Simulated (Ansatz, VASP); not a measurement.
# One calculation of TaH, two programs

```
Ta H
1.0
     2.97200    0.00000    0.00000
     0.00000    2.97200    0.00000
     0.00000    0.00000    2.97200
Ta H
1 1
Direct
  0.50000 0.50000 0.50000
  0.00000 0.00000 0.00000
```

Change from the starting cell: species swapped into the TiPt type (Pm-3m, No. 221).

Alike in both runs: task relaxation of cell and atoms; functional PBE; k mesh 7 × 7 × 7; occupations gaussian, width 0.2 eV; no spin polarisation.

|  | VASP | Ansatz |
| --- | --- | --- |
| version | VASP 6.6.1 | Ansatz 0.2.0 |
| potentials or method | VASP PAW PBE potentials, release 64 (Ta_pv, H), cutoff 500 eV | scalar-relativistic, plane waves, PAW |
| valence electrons in the cell | 12 | 14 |

```csv
,VASP,Ansatz,Ansatz less VASP
"gap on the k mesh at the Fermi level, each at its own relaxed structure (eV)",none,none,-
relaxed volume (Å³/atom),10.72,10.72,-0.002
relaxed cell length with the largest relative difference (Å),2.778,2.778,-0.0002
```

A gap of «none» marks a metal or a gap that the smearing closes. VASP's potentials hold 12 valence electrons a cell and Ansatz's 14, so a difference there can come from the potentials and not from the codes.

Spin-orbit coupling is off throughout. Noted on VASP's run: the volume moved by over 15 % at a fixed basis, so the end points are rough.
